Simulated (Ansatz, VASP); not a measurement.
## W: VASP beside Ansatz

Contents of POSCAR:

```
W
1.0
   -1.5848038465      1.5848038465      1.5848038465
    1.5848038465     -1.5848038465      1.5848038465
    1.5848038465      1.5848038465     -1.5848038465
W
1
Direct
    0.0000000000      0.0000000000      0.0000000000
```

The input INCAR.step1:

```
PREC = Accurate
ENCUT = 520
ISMEAR = -1
SIGMA = 1.0
LREAL = F
LASPH = T
NELM = 80
NBANDS = 13
GGA = PE
ALGO = Normal
EDIFF = 1E-4
LWAVE = T
LCHARG = F
```

File INCAR.step2:

```
PREC = Accurate
ENCUT = 520
EDIFF = 1E-7
ISMEAR = -1
SIGMA = 1.0
LREAL = F
LASPH = T
NELM = 80
ALGO = Normal
ISIF = 2
LWAVE = F
LCHARG = T
METAGGA = R2SCAN
LMIXTAU = T
LELF = T
LVHAR = T
NBANDS = 13
ISTART = 1
```

KPOINTS

```
regular mesh
0
Gamma
  14 14 14
```

Input for Ansatz:

```yaml
crystal:
  lattice:
    - [-1.5848038465, 1.5848038465, 1.5848038465]
    - [1.5848038465, -1.5848038465, 1.5848038465]
    - [1.5848038465, 1.5848038465, -1.5848038465]
  atoms:
    - { symbol: W, position: [0.0, 0.0, 0.0] }
hamiltonian:
  xc: r2scan
  pseudopotentials:
    kind: paw
    azcp:
      W: "pseudopotentials/W.paw.azcp"
basis:
  ecutwfc: 500
  fft_grid_basis: typed
kpoints:
  mp_grid: { grid: [14, 14, 14], shift: [0, 0, 0] }
magnetization:
  spin_polarized: false
scf:
  occupations: { method: fermi_dirac, width: 1.0 }
  lower_state_search: "off"
output:
  stress: true
  write_density: true
  write_potential: true
  elf: true
  volumetric_format: npy
```

Alike in both runs: task single point; functional r2SCAN; k mesh 14 × 14 × 14; occupations fermi-dirac, width 1 eV; no spin polarisation.

|  | VASP | Ansatz |
| --- | --- | --- |
| version | VASP 6.6.1 | Ansatz 0.2.0 |
| potentials or method | VASP PAW PBE potentials, release 64 (W_sv), cutoff 520 eV | plane waves (500 eV) with PAW, scalar-relativistic |
| valence electrons in the cell | 14 | 14 |

```csv
,VASP,Ansatz,Ansatz less VASP
pressure (GPa),15.3,14.0,-1.30
```

VASP's potentials were made for PBE, not for r2SCAN.

Spin-orbit coupling is off throughout.
